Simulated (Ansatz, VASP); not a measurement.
**Si2Mo: VASP beside Ansatz**

INCAR

```
SYSTEM = Si2Mo
  PREC = Accurate
  ENCUT = 500
  EDIFF = 1E-6
  ISMEAR = 0
  SIGMA = 0.1
  LREAL = .False.
  LASPH = .True.
  NELM = 200
  ALGO = Normal
  ISIF = 2
  LWAVE = .False.
  LCHARG = .True.
  ISPIN = 2
  MAGMOM = 0 0 1
  LORBIT = 11
  LMAXMIX = 4
  GGA = PE
  LELF = .True.
  LVHAR = .True.
  NBANDS = 22
  GGA_COMPAT = .False.
```

The input KPOINTS:

```
regular mesh
0
Gamma
  8 8 8
  0 0 0
```

File POSCAR:

```
Si2Mo
1.0
   -1.6000000000      1.6000000000      3.9305000000
    1.6000000000     -1.6000000000      3.9305000000
    1.6000000000      1.6000000000     -3.9305000000
Si Mo
2 1
Direct
    0.3330000000      0.3330000000      0.0000000000
    0.6670000000      0.6670000000      0.0000000000
    0.0000000000      0.0000000000      0.0000000000
```

Input for Ansatz:

```yaml
crystal:
  lattice:
    - [-1.6, 1.6, 3.9305]
    - [1.6, -1.6, 3.9305]
    - [1.6, 1.6, -3.9305]
  atoms:
    - { symbol: Si, position: [0.333, 0.333, 0.0] }
    - { symbol: Si, position: [0.667, 0.667, 0.0] }
    - { symbol: Mo, position: [0.0, 0.0, 0.0], spin: 1.0 }
basis:
  ecutwfc: 420
kpoints:
  mp_grid: { grid: [8, 8, 8] }
hamiltonian:
  xc: pbe
scf:
  occupations: { method: gaussian, width: 0.1 }
  lower_state_search: "off"
output:
  forces: true
  stress: true
  eigenvalues: true
  populations: true
magnetization:
  spin_polarized: true
```

Alike in both runs: task single point; functional PBE; k mesh 8 × 8 × 8; occupations gaussian, width 0.1 eV; collinear spin.

```csv
,VASP,Ansatz
version,VASP 6.6.1,Ansatz 0.2.0
potentials or method,"VASP PAW PBE potentials, release 64 (Si, Mo_sv), cutoff 500 eV","scalar-relativistic, plane waves, PAW"
valence electrons in the cell,22,22
```

Ansatz gave:

| Property | Result |
| --- | --- |
| gap on the k mesh at the Fermi level (eV) | none |
| pressure (GPa) | 2.2 |
| traceless stress, the component that is largest in VASP (GPa) | -1.04 |
| rms of the force components (eV/Å) | 0.150 |
| net moment per atom (μB) | 0.00 |

**Question.** Which values does VASP return?

**Answer.** gap on the k mesh at the Fermi level (eV): none; pressure (GPa): 2.4; traceless stress, the component that is largest in VASP (GPa): -1.05; rms of the force components (eV/Å): 0.148; net moment per atom (μB): 0.00.

Atom by atom the forces differ by 0.002 eV/Å (rms over components). A gap of «none» marks a metal or a gap that the smearing closes. The functional is the same, so the differences come from potentials, cutoffs and numerics. Ansatz's warnings: seeded moment not kept.
